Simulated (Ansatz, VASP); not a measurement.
## Bi in VASP and in Ansatz

```
Bi
1.0
     0.00000    2.49643    2.49643
     2.49643    0.00000    2.49643
     2.49643    2.49643    0.00000
Bi
1
Direct
  0.00000 0.00000 0.00000
```

Alike in both runs: functional r2SCAN; k mesh 6 × 6 × 6; occupations gaussian, width 0.1 eV; no spin polarisation.

Ansatz relaxed the structure, and its values are those at the end. VASP's run is a single point on that final structure, the one shown.

|  | VASP | Ansatz |
| --- | --- | --- |
| version | VASP 6.6.1 | Ansatz 0.2.0 |
| potentials or method | VASP PAW PBE potentials, release 64 (Bi_d), cutoff 550 eV | scalar-relativistic, plane waves, PAW |
| valence electrons in the cell | 15 | 15 |

|  | VASP | Ansatz | Ansatz less VASP |
| --- | --- | --- | --- |
| gap on the k mesh at the Fermi level (eV) | none | none | - |
| pressure (GPa) | 0.1 | 0.2 | +0.04 |

VASP's potentials were made for PBE, not for r2SCAN. A gap of «none» marks a metal or a gap that the smearing closes.

The k mesh is coarse, so the values compare programs but aren't converged. Neither program's run includes spin-orbit coupling.
